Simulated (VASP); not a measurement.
Here is a VASP 6.6.1 calculation.

INCAR

```
SYSTEM = CdS
PREC = Accurate
ENCUT = 500
EDIFF = 1E-6
ISMEAR = 1
SIGMA = 0.16
LREAL = .False.
LASPH = .True.
NELM = 120
ALGO = Normal
ISIF = 2
LWAVE = .False.
LCHARG = .False.
GGA = PE
NBANDS = 16
GGA_COMPAT = .False.
```

File KPOINTS:

```
Automatic mesh
0
Gamma
  6 6 6
  0 0 0
```

Contents of POSCAR:

```
CdS
1.0
    0.0000000000      2.9392138883      2.9392138883
    2.9392138883      0.0000000000      2.9392138883
    2.9392138883      2.9392138883      0.0000000000
Cd S
1 1
Direct
    0.0000000000      0.0000000000      0.0000000000
    0.2500000000      0.2500000000      0.2500000000
```

Potentials or basis: VASP PAW PBE potentials, release 64 (Cd, S).

Command:

```console
$ cat potpaw_PBE.64/Cd/POTCAR potpaw_PBE.64/S/POTCAR > POTCAR
$ mpirun -np 1 vasp_std > vasp.out
```

(1) Predict the band gap on the k mesh.

(2) Predict the pressure.

## Answers

(1) 1.10 eV.

(2) 1.7 GPa.
